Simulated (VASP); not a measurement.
# Al2O3 (P4/mmm) in VASP: single point with PBE

Aim: the single point of Al2O3 with PBE.

All numbers are computed with VASP 6.6.1; they aren't measurements. Logs are shortened: lines on timing, memory, paths and dates and some standing lists are left out, and cuts for length are marked.

## (1) The cell of the first run

It takes space group P4/mmm (No. 123, tetragonal). The conventional cell has a = 3.207 Å, b = 3.207 Å, c = 6.756 Å, α = 90.00°, β = 90.00°, γ = 90.00°. Within 1.5 Å of Al (site symmetry 4mm) lie 1 O at 1.12 Å. O (site symmetry 4/mmm) has 8 O at 2.39 Å and 8 Al at 2.94 Å within 3.2 Å. Within 1.5 Å of O (site symmetry 4mm) lie 1 Al at 1.12 Å and 1 O at 1.50 Å.

## (2) Single point, PBE

INCAR

```
PREC     = Accurate       # precision mode
ENCUT    = 600            # plane-wave cutoff, eV
EDIFF    = 1E-6           # SCF threshold, eV
ISMEAR   = 0              # smearing method
SIGMA    = 0.1            # smearing width, eV
LREAL    = False          # projectors in reciprocal space
LASPH    = True           # aspherical terms in the spheres
NELM     = 120            # most SCF steps
ALGO     = Normal         # electronic algorithm
ISIF     = 2              # what is computed and relaxed
LWAVE    = False          # write WAVECAR
LCHARG   = True           # write CHGCAR
GGA      = PE             # functional
LELF     = True           # ELF
LVHAR    = True         
NBANDS   = 20             # bands
GGA_COMPAT= False
```

KPOINTS

```
Automatic mesh
0
Gamma
  6 6 4
```

POSCAR

```
Al2O3
1.0
    3.2070492400      0.0000000000      0.0000000000
    0.0000000000      3.2070492400      0.0000000000
    0.0000000000      0.0000000000      6.7559874800
Al O
2 3
Direct
    0.5000000000      0.5000000000      0.2228282500
    0.5000000000      0.5000000000      0.7771717500
    0.0000000000      0.0000000000      0.5000000000
    0.5000000000      0.5000000000      0.3890551900
    0.5000000000      0.5000000000      0.6109448100
```

Potentials or basis: VASP PAW PBE potentials, release 64 (Al, O).

Started as:

```
cat potpaw_PBE.64/Al/POTCAR potpaw_PBE.64/O/POTCAR > POTCAR
mpirun -np 1 vasp_std > vasp.out
```

OUTCAR:

```text
PREC = Accurate
   ENCUT = 600
   EDIFF = 1E-6
   ISMEAR = 0
   LREAL = False
   LASPH = True
   NELM = 120
   ISIF = 2
   GGA = PE

 ion  position               nearest neighbor table
   1  0.500  0.500  0.223-   4 1.12   5 2.62   2 3.01
   2  0.500  0.500  0.777-   5 1.12   4 2.62   1 3.01
   3  0.000  0.000  0.500-
   4  0.500  0.500  0.389-   1 1.12   5 1.50   2 2.62
   5  0.500  0.500  0.611-   2 1.12   4 1.50   1 2.62

 -----------------------------------------------------------------------------
|                                                                             |
|           W    W    AA    RRRRR   N    N  II  N    N   GGGG   !!!           |
|           W    W   A  A   R    R  NN   N  II  NN   N  G    G  !!!           |
|           W    W  A    A  R    R  N N  N  II  N N  N  G       !!!           |
|           W WW W  AAAAAA  RRRRR   N  N N  II  N  N N  G  GGG   !            |
|           WW  WW  A    A  R   R   N   NN  II  N   NN  G    G                |
|           W    W  A    A  R    R  N    N  II  N    N   GGGG   !!!           |
|                                                                             |
|     The distance between some ions is very small. Please check the          |
|     nearest-neighbor list in the OUTCAR file.                               |
|     I HOPE YOU KNOW WHAT YOU ARE DOING!                                     |
|                                                                             |
 -----------------------------------------------------------------------------

  LATTYP: Found a simple tetragonal cell.
 ALAT       =     3.2070492400
 C/A-ratio  =     2.1066054726

  Lattice vectors:

 A1 = (   3.2070492400,   0.0000000000,   0.0000000000)
 A2 = (   0.0000000000,   3.2070492400,   0.0000000000)
 A3 = (   0.0000000000,   0.0000000000,   6.7559874800)

Analysis of symmetry for initial positions (statically):
=====================================================================
 Subroutine PRICEL returns:
 Original cell was already a primitive cell.

 Routine SETGRP: Setting up the symmetry group for a
 simple tetragonal supercell.

 Subroutine GETGRP returns: Found 16 space group operations
 (whereof 16 operations were pure point group operations)
 out of a pool of 16 trial point group operations.

The static configuration has the point symmetry D_4h.

Analysis of symmetry for dynamics (positions and initial velocities):
=====================================================================
 Subroutine PRICEL returns:
 Original cell was already a primitive cell.

 Routine SETGRP: Setting up the symmetry group for a
 simple tetragonal supercell.

 Subroutine GETGRP returns: Found 16 space group operations
 (whereof 16 operations were pure point group operations)
 out of a pool of 16 trial point group operations.

The dynamic configuration has the point symmetry D_4h.

 Subroutine INISYM returns: Found 16 space group operations
 (whereof 16 operations are pure point group operations),
 and found     1 'primitive' translations

----------------------------------------------------------------------------------------

                                     Primitive cell

  volume of cell :      69.4864

  direct lattice vectors                    reciprocal lattice vectors
     3.207049240  0.000000000  0.000000000     0.311813111  0.000000000  0.000000000
     0.000000000  3.207049240  0.000000000     0.000000000  0.311813111  0.000000000
     0.000000000  0.000000000  6.755987480     0.000000000  0.000000000  0.148016852

  length of vectors
     3.207049240  3.207049240  6.755987480     0.311813111  0.311813111  0.148016852

  position of ions in fractional coordinates (direct lattice)
     0.500000000  0.500000000  0.222828250
     0.500000000  0.500000000  0.777171750
     0.000000000  0.000000000  0.500000000
     0.500000000  0.500000000  0.389055190
     0.500000000  0.500000000  0.610944810

  ion indices of the primitive-cell ions
   primitive index   ion index
                 1           1
                 2           2
                 3           3
                 4           4
                 5           5

----------------------------------------------------------------------------------------

 KPOINTS: Automatic mesh

Automatic generation of k-mesh.
 Grid dimensions read from file:
 generate k-points for:    6    6    4

 Generating k-lattice:

  Cartesian coordinates                     Fractional coordinates (reciprocal lattice)
     0.051968852  0.000000000  0.000000000     0.166666667  0.000000000  0.000000000
     0.000000000  0.051968852  0.000000000     0.000000000  0.166666667  0.000000000
     0.000000000  0.000000000  0.037004213     0.000000000  0.000000000  0.250000000

  Length of vectors
     0.051968852  0.051968852  0.037004213

  Shift w.r.t. Gamma in fractional coordinates (k-lattice)
     0.000000000  0.000000000  0.000000000

 Subroutine IBZKPT returns following result:
 ===========================================

 Found     30 irreducible k-points:

 Following reciprocal coordinates:
            Coordinates               Weight
  0.000000  0.000000  0.000000      1.000000
  0.166667  0.000000  0.000000      4.000000
  0.333333  0.000000  0.000000      4.000000
  0.500000  0.000000  0.000000      2.000000
  0.166667  0.166667  0.000000      4.000000
  0.333333  0.166667  0.000000      8.000000
[... 16 lines left out ...]
  0.333333  0.000000  0.500000      4.000000
  0.500000  0.000000  0.500000      2.000000
 [... further k-points ...]
   k-points           NKPTS =     30   k-points in BZ     NKDIM =     30   number of bands    NBANDS=     20
   number of dos      NEDOS =    301   number of ions     NIONS =      5
   total plane-waves  NPLWV =  42336
   dimension x,y,z NGX =    28 NGY =   28 NGZ =   54
   dimension x,y,z NGXF=    56 NGYF=   56 NGZF=  108
   ions per type =               2   3
   NGX,Y,Z   is equivalent  to a cutoff of  14.51, 14.51, 13.29 a.u.
   NGXF,Y,Z  is equivalent  to a cutoff of  29.03, 29.03, 26.58 a.u.
 SYSTEM =  unknown system
   PREC   = accura    normal or accurate (medium, high low for compatibility)
   ISTART =      0    job   : 0-new  1-cont  2-samecut
   ICHARG =      2    charge: 1-file 2-atom 10-const
   ISPIN  =      1    spin polarized calculation?
   LNONCOLLINEAR =      F non collinear calculations
   LSORBIT =      F    spin-orbit coupling
   LASPH  =      T    aspherical Exc in radial PAW
   ENCUT  =  600.0 eV  44.10 Ry    6.64 a.u.   6.41  6.41 13.49*2*pi/ulx,y,z
   NELM   =    120;   NELMIN=  2; NELMDL= -5     # of ELM steps
   EDIFF  = 0.1E-05   stopping-criterion for ELM
   LREAL  =      F    real-space projection
   EDIFFG = 0.1E-04   stopping-criterion for IOM
   NSW    =      0    number of steps for IOM
   IBRION =     -1    ionic relax: 0-MD 1-quasi-New 2-CG
   NFREE  =      0    steps in history (QN), initial steepest desc. (CG)
   ISIF   =      2    stress and relaxation
   ISYM   =      2    0-nonsym 1-usesym 2-fastsym
   POTIM  = 0.5000    time-step for ionic-motion
   TEBEG  =    0.0;   TEEND  =   0.0 temperature during run
   PSTRESS=    0.0 pullay stress
   NELECT =      24.0000    total number of electrons
   NUPDOWN=      -1.0000    fix difference up-down
   EMIN   =  10.00;   EMAX   =-10.00  energy-range for DOS
   EFERMI =   0.00;   METHOD = LEGACY
   ISMEAR =     0;   SIGMA  =   0.10  broadening in eV -4-tet -1-fermi 0-gaus
   EFERMI_NEDOS =   21; number of points for ismear=-14 and -15
   IALGO  =     38    algorithm
   IMIX   =      4    mixing-type and parameters
     AMIX     =   0.40;   BMIX     =  1.00
     AMIX_MAG =   1.60;   BMIX_MAG =  1.00
  volume/ion in A,a.u.               =      13.90        93.78
  Fermi-wavevector in a.u.,A,eV,Ry     =   1.148626  2.170588 17.950726  1.319341
  Thomas-Fermi vector in A             =   2.285300
   LORBIT       =      0    0 simple, 1 ext, 2 COOP (PROOUT), +10 PAW based schemes
   GGA     = PE    functional components
   LHFCALC =     F    Hartree Fock is set to
   AEXX    =    0.0000 exact exchange contribution
   IVDW    =     0    specifies the selected vdW correction
   LEPSILON=     F    determine dielectric tensor
   LRPA    =     F    only Hartree local field effects (RPA)
 non-spin polarized calculation
 Gauss-broadening in eV      SIGMA  =   0.10
  energy-cutoff  :      600.00
  volume of cell :       69.49
 maximum number of plane-waves:      2347
 NGX is ok and might be reduce to    28
   NGX = 13   NGY = 13   NGZ = 27

 number of electron      23.9999995 magnetization

 Free energy of the ion-electron system (eV)
  ---------------------------------------------------
  ext. energy  EPLUGINS =         0.00000000
  ---------------------------------------------------
  free energy    TOTEN  =         6.66110729 eV

  energy without entropy =        6.68920575  energy(sigma->0) =        6.67515652

 E-fermi :   3.7726     XC(G=0):  -9.4108

 val. band max:        3.7395570734   @ k =   0.1667   0.0000   0.5000
 cond. band min:       3.8072734516   @ k =   0.3333   0.0000   0.5000
 fundamental gap:      0.0677163782
 Fermi energy:         3.7726003043

 k-point     1 :       0.0000    0.0000    0.0000
  band No.  band energies     occupation
      1     -19.4517      2.00000
      2     -15.0366      2.00000
      3     -11.6392      2.00000
      4      -6.1721      2.00000
      5      -3.4757      2.00000
      6      -3.4757      2.00000
[... 12 lines left out ...]
     19      12.2951      0.00000
     20      13.7685      0.00000

 k-point     2 :       0.1667    0.0000    0.0000
  band No.  band energies     occupation
      1     -19.3890      2.00000
      2     -14.9973      2.00000
      3     -11.7594      2.00000
      4      -6.1193      2.00000
      5      -3.5019      2.00000
      6      -3.3924      2.00000
[... 12 lines left out ...]
     19      12.4289      0.00000
     20      14.0113      0.00000

 k-point     3 :       0.3333    0.0000    0.0000
  band No.  band energies     occupation
      1     -19.2577      2.00000
      2     -14.9171      2.00000
      3     -12.0095      2.00000
      4      -6.0037      2.00000
      5      -3.5402      2.00000
      6      -3.2148      2.00000
[... 12 lines left out ...]
     19      13.1648      0.00000
     20      14.7078      0.00000

 k-point     4 :       0.5000    0.0000    0.0000
  band No.  band energies     occupation
      1     -19.1889      2.00000
      2     -14.8761      2.00000
      3     -12.1394      2.00000
      4      -5.9402      2.00000
      5      -3.5539      2.00000
      6      -3.1200      2.00000
[... 12 lines left out ...]
     19      12.8574      0.00000
     20      14.8370      0.00000

 k-point     5 :       0.1667    0.1667    0.0000
  band No.  band energies     occupation
      1     -19.3322      2.00000
      2     -14.9599      2.00000
      3     -11.8238      2.00000
      4      -6.0683      2.00000
      5      -3.7992      2.00000
      6      -3.2308      2.00000
[... 12 lines left out ...]
     19      12.1344      0.00000
     20      14.4076      0.00000
[... 353 lines left out ...]
      6      -3.4751      2.00000
[... 12 lines left out ...]
     19      11.5078      0.00000
     20      13.0509      0.00000

 k-point    22 :       0.1667    0.0000    0.5000
  band No.  band energies     occupation
      1     -19.3868      2.00000
      2     -15.0078      2.00000
      3     -11.7593      2.00000
      4      -6.0022      2.00000
      5      -3.4967      2.00000
      6      -3.3920      2.00000
[... 12 lines left out ...]
     19      12.8687      0.00000
     20      13.2422      0.00000

 k-point    23 :       0.3333    0.0000    0.5000
  band No.  band energies     occupation
      1     -19.2558      2.00000
      2     -14.9261      2.00000
      3     -12.0093      2.00000
      4      -5.9234      2.00000
      5      -3.5266      2.00000
      6      -3.2148      2.00000
[... 12 lines left out ...]
     19      13.8131      0.00000
     20      14.2867      0.00000

 k-point    24 :       0.5000    0.0000    0.5000
  band No.  band energies     occupation
      1     -19.1870      2.00000
      2     -14.8843      2.00000
      3     -12.1390      2.00000
      4      -5.8774      2.00000
      5      -3.5363      2.00000
      6      -3.1199      2.00000
[... 12 lines left out ...]
     19      13.8274      0.00000
     20      15.0597      0.00000

 [... further k-points ...]

------------------------ aborting loop because EDIFF is reached ----------------------------------------

  FORCE on cell =-STRESS in cart. coord.  units (eV):
  Direction    XX          YY          ZZ          XY          YZ          ZX
  --------------------------------------------------------------------------------------
  -------------------------------------------------------------------------------------
  Total        5.1158801      5.1158801    148.3479155      0.0000000      0.0000000     -0.0000000
  in kB      117.9589370    117.9589370   3420.5184597      0.0000000      0.0000000     -0.0000000
  external PRESSURE =    1218.8121112 kB  Pullay stress =       0.0000000 kB

 VOLUME and BASIS-vectors are now :
 -----------------------------------------------------------------------------
  energy-cutoff  :      600.00
  volume of cell :       69.49
      direct lattice vectors                 reciprocal lattice vectors
     3.207049240  0.000000000  0.000000000     0.311813111  0.000000000  0.000000000
     0.000000000  3.207049240  0.000000000     0.000000000  0.311813111  0.000000000
     0.000000000  0.000000000  6.755987480     0.000000000  0.000000000  0.148016852

 POSITION                                       TOTAL-FORCE (eV/Angst)
 -----------------------------------------------------------------------------------
      1.60352      1.60352      1.50542         0.000000      0.000000    -70.160806
      1.60352      1.60352      5.25056        -0.000000      0.000000     70.160806
      0.00000      0.00000      3.37799         0.000000     -0.000000      0.000000
      1.60352      1.60352      2.62845         0.000000      0.000000     73.666849
      1.60352      1.60352      4.12754         0.000000     -0.000000    -73.666849
 -----------------------------------------------------------------------------------
    total drift:                                0.000000      0.000000      0.000000

  FREE ENERGIE OF THE ION-ELECTRON SYSTEM (eV)
  ---------------------------------------------------
  free  energy   TOTEN  =         6.6611072943 eV

  energy  without entropy=        6.6892057549  energy(sigma->0) =        6.67515652
```

Wall time 91 s (1 thread of AMD EPYC 7R13, shared host); peak memory 0.18 GiB.

What came out:

```yaml
Free_energy: 6.6611 eV
Pressure: 121.9 GPa
Largest_force: 73.667 eV/Å
Band_gap_on_the_k_mesh: zero (band 12 reaches 3.98 eV, above the bottom of band 13 at 3.40 eV)
```

Forces in eV/Å, atoms in the order of the input:
```
Al    0.000   0.000 -70.161
Al    0.000   0.000  70.161
O     0.000   0.000   0.000
O     0.000   0.000  73.667
O     0.000   0.000 -73.667
```

Stress tensor (GPa, compression positive):
```
 11.80   0.00   0.00
  0.00  11.80   0.00
  0.00   0.00 342.05
```

Caveat: forces of over 1 eV/Å act on the atoms, so gaps and moduli don't describe the material at rest.
